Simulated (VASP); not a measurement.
Wanted: the native input for a VASP 6.6.1 run.

- Task: single point
- Functional: PBEsol
- Potentials or basis: VASP PAW PBE potentials, release 64 (C, O)
- Cutoff: 520 eV
- k mesh: 2 × 2 × 1
- Occupations: fermi-dirac, width 0.05 eV
- Spin: no spin polarisation
- Dipole correction: no
- Further INCAR settings: LREAL = Auto; ALGO = Normal; EDIFF = 1e-06; NBANDS = 57

The structure of C19O lies in POSCAR:

```
C19O
1.0
    7.3980000000      0.0000000000      0.0000000000
   -3.6990000000      6.4068560000      0.0000000000
    0.0000000000      0.0000000000     12.0000000000
C O
19 1
Direct
   -0.0077278679     -0.0112975850      0.0666637500
    0.2155537744      0.1002867865      0.0666235000
   -0.0069148489      0.3228026352      0.0666470000
    0.2146930724      0.4335875506      0.0666202500
   -0.0069530366      0.6553304772      0.0665655000
    0.2147415239      0.7661556620      0.0665337500
    0.3264408929     -0.0104712826      0.0665473333
    0.5480122188      0.1002566626      0.0665977500
    0.3263973591      0.3219817958      0.0666351667
    0.5480357243      0.4327500103      0.0666186667
    0.3255895060      0.6553723074      0.0665605833
    0.5488875866      0.7669690094      0.0666286667
    0.6597318460     -0.0113248995      0.0666337500
    0.8813703437      0.0993938369      0.0666651667
    0.6589032227      0.3220219090      0.0666165000
    0.8822079865      0.4336114313      0.0665862500
    0.6597597681      0.6561675493      0.0666393333
    0.8813619603      0.7669385733      0.0666406667
    0.1490720045      0.6843721788      0.3421390833
    0.0919478401      0.5150949233      0.3638373333
```

These files were run (other wordings do the same):

INCAR

```
PREC = Accurate ; ENCUT = 520
EDIFF = 1E-6 ; ISMEAR = -1
SIGMA = 0.05 ; LREAL = Auto
LASPH = T ; NELM = 80
ALGO = Normal ; ISIF = 2
LWAVE = F ; LCHARG = T
GGA = PS ; LELF = T
LVHAR = T ; NBANDS = 57
```

KPOINTS

```
Automatic mesh
0
Gamma
  2 2 1
```

Potentials or basis: VASP PAW PBE potentials, release 64 (C, O).

Command:

```sh
$ cat potpaw_PBE.64/C/POTCAR potpaw_PBE.64/O/POTCAR > POTCAR
$ mpirun -np 1 vasp_std > vasp.out
```

Results of the run:

| Quantity | Value |
| --- | --- |
| Largest force | 0.994 eV/Å |
| Band gap on the k mesh | 0.08 eV |

Caveat: the k points lie up to 0.49 Å⁻¹ apart; there is no dipole correction, which matters where the two faces differ; semilocal functionals underestimate gaps, and a narrow one can read as zero; the PAW data sets were made with another functional, which shifts forces and pressure a little.

Run time: 7.9 min on 1 thread of Oxide Virtual Turin-like Processor, on a shared host, peak memory 0.54 GiB.
